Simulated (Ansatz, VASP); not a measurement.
## Yb in VASP and in Ansatz

INCAR

```
SYSTEM = Yb
  PREC = Accurate
  ENCUT = 520
  EDIFF = 1E-7
  ISMEAR = -1
  SIGMA = 0.1
  LREAL = .False.
  LASPH = .True.
  NELM = 80
  ALGO = Normal
  ISIF = 2
  LWAVE = .False.
  LCHARG = .False.
  GGA = PE
  NBANDS = 31
```

File KPOINTS:

```
regular mesh
0
Gamma
  7 7 7
  0 0 0
```

Contents of POSCAR:

```
Yb
1.0
    0.0000000000      4.2032374099      4.2032374099
    4.2032374099      0.0000000000      4.2032374099
    4.2032374099      4.2032374099      0.0000000000
Yb
2
Direct
    0.1250000000      0.1250000000      0.1250000000
    0.8750000000      0.8750000000      0.8750000000
```

Input for Ansatz:

```yaml
crystal:
  lattice:
    - [0.0, 4.2032374099, 4.2032374099]
    - [4.2032374099, 0.0, 4.2032374099]
    - [4.2032374099, 4.2032374099, 0.0]
  atoms:
    - { symbol: Yb, position: [0.125, 0.125, 0.125] }
    - { symbol: Yb, position: [0.875, 0.875, 0.875] }
hamiltonian:
  xc: pbe
  pseudopotentials:
    kind: paw
    azcp:
      Yb: "pseudopotentials/Yb.paw.azcp"
basis:
  ecutwfc: 420
  fft_grid_basis: typed
kpoints:
  mp_grid: { grid: [7, 7, 7], shift: [0, 0, 0] }
magnetization:
  spin_polarized: false
scf:
  occupations: { method: fermi_dirac, width: 0.1 }
  lower_state_search: "off"
output:
  stress: true
```

Alike in both runs: task single point; functional PBE; k mesh 7 × 7 × 7; occupations fermi-dirac, width 0.1 eV; no spin polarisation.

```csv
,VASP,Ansatz
version,VASP 6.6.1,Ansatz 0.2.0
potentials or method,"VASP PAW PBE potentials, release 64 (Yb), cutoff 520 eV","plane waves (420 eV) with PAW, scalar-relativistic"
valence electrons in the cell,48,48
```

|  | VASP | Ansatz | Ansatz less VASP |
| --- | --- | --- | --- |
| pressure (GPa) | 0.3 | 0.4 | +0.08 |

With one functional, cell and mesh, what is left measures potentials, basis and numerics.

Spin-orbit coupling is off throughout.
